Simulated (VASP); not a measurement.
A run of VASP 6.6.1 is set up as follows.

Contents of INCAR:

```
SYSTEM = CdS
PREC = Accurate
ENCUT = 520
EDIFF = 1E-6
ISMEAR = 0
SIGMA = 0.05
LREAL = .FALSE.
LASPH = .TRUE.
NELM = 100
ALGO = Normal
ISIF = 2
LWAVE = .FALSE.
LCHARG = .FALSE.
GGA = PE
NBANDS = 26
```

KPOINTS

```
regular mesh
0
G
  12 12 4
  0 0 0
```

File POSCAR:

```
CdS
1.0
    4.1347992034      0.0000000000      0.0000000000
   -2.0673996017      3.5808411497      0.0000000000
    0.0000000000      0.0000000000      6.7490000000
Cd S
2 2
Direct
    0.3333333333      0.6666666667      0.0000000000
    0.6666666667      0.3333333333      0.5000000000
    0.3333333333      0.6666666667      0.3553659801
    0.6666666667      0.3333333333      0.8850000000
```

Potentials or basis: VASP PAW PBE potentials, release 64 (Cd, S).

Run with:

```console
$ cat potpaw_PBE.64/Cd/POTCAR potpaw_PBE.64/S/POTCAR > POTCAR
$ mpirun -np 1 vasp_std > vasp.out
```

(1) What does it give for the largest force?

(2) Predict the pressure.

(3) Predict the band gap on the k mesh.

## Answers

(1) 1.491 eV/Å.

(2) 3.2 GPa.

(3) 1.16 eV, direct.

Caveat: the cell differs from its parent crystal (atom 3 (S) moved by (+0.000, -0.200) A along y and z); forces of over 1 eV/Å act on the atoms, so gaps and moduli don't describe the material at rest.
